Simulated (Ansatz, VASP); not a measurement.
**CdF2: VASP beside Ansatz**

The input INCAR:

```
PREC     = Accurate       # precision mode
ENCUT    = 520            # plane-wave cutoff, eV
EDIFF    = 1E-6           # SCF threshold, eV
ISMEAR   = 0              # smearing method
SIGMA    = 0.05           # smearing width, eV
LREAL    = F              # projectors in reciprocal space
LASPH    = T              # aspherical terms in the spheres
NELM     = 60             # most SCF steps
ALGO     = Normal         # electronic algorithm
ISIF     = 2              # what is computed and relaxed
LWAVE    = F              # write WAVECAR
LCHARG   = T              # write CHGCAR
GGA      = CA             # functional
LELF     = T              # ELF
LVHAR    = T            
NBANDS   = 20             # bands
```

Contents of KPOINTS:

```
Automatic mesh
0
Gamma
  8 8 8
```

File POSCAR:

```
CdF2
1.0
    0.0000000000      2.6488277134      2.6488277134
    2.6488277134      0.0000000000      2.6488277134
    2.6488277134      2.6488277134      0.0000000000
Cd F
1 2
Direct
   -0.0163473336     -0.0163473336     -0.0163473336
    0.2500000000      0.2500000000      0.2500000000
    0.7500000000      0.7500000000      0.7500000000
```

Input for Ansatz:

```yaml
crystal:
  lattice:
    - [0.0, 2.6488277134, 2.6488277134]
    - [2.6488277134, 0.0, 2.6488277134]
    - [2.6488277134, 2.6488277134, 0.0]
  atoms:
    - { symbol: Cd, position: [-0.0163473336, -0.0163473336, -0.0163473336] }
    - { symbol: F, position: [0.25, 0.25, 0.25] }
    - { symbol: F, position: [0.75, 0.75, 0.75] }
basis:
  ecutwfc: 420
kpoints:
  mp_grid: { grid: [8, 8, 8] }
hamiltonian:
  xc: lda
scf:
  occupations: { method: gaussian, width: 0.05 }
output:
  forces: true
  stress: true
  eigenvalues: true
```

Change from the starting cell: all Cd atoms moved -0.150 Å, as atom 1 along Cartesian [1 1 1].

Alike in both runs: task single point; functional LDA; k mesh 8 × 8 × 8; occupations gaussian, width 0.05 eV; no spin polarisation.

```csv
,VASP,Ansatz
version,VASP 6.6.1,Ansatz 0.2.0
potentials or method,"VASP PAW LDA potentials, release 64 (Cd, F), cutoff 520 eV","scalar-relativistic, plane waves, PAW"
valence electrons in the cell,26,34
```

Ansatz gave:

| Property | Result |
| --- | --- |
| gap on the k mesh at the Fermi level (eV) | 3.02 |
| least direct gap on the mesh (eV) | 3.41 |
| pressure (GPa) | 1.5 |
| traceless stress, the component that is largest in VASP (GPa) | 0.99 |
| rms of the force components (eV/Å) | 0.413 |

Which values does VASP return?

gap on the k mesh at the Fermi level (eV): 3.00; least direct gap on the mesh (eV): 3.40; pressure (GPa): 2.8; traceless stress, the component that is largest in VASP (GPa): 1.08; rms of the force components (eV/Å): 0.463.

LDA's correlation is that of Perdew and Zunger in VASP and of Perdew and Wang (1992) in Ansatz. Atom by atom the forces differ by 0.050 eV/Å (rms over components). VASP's potentials hold 26 valence electrons a cell and Ansatz's 34, so a difference there can come from the potentials and not from the codes.
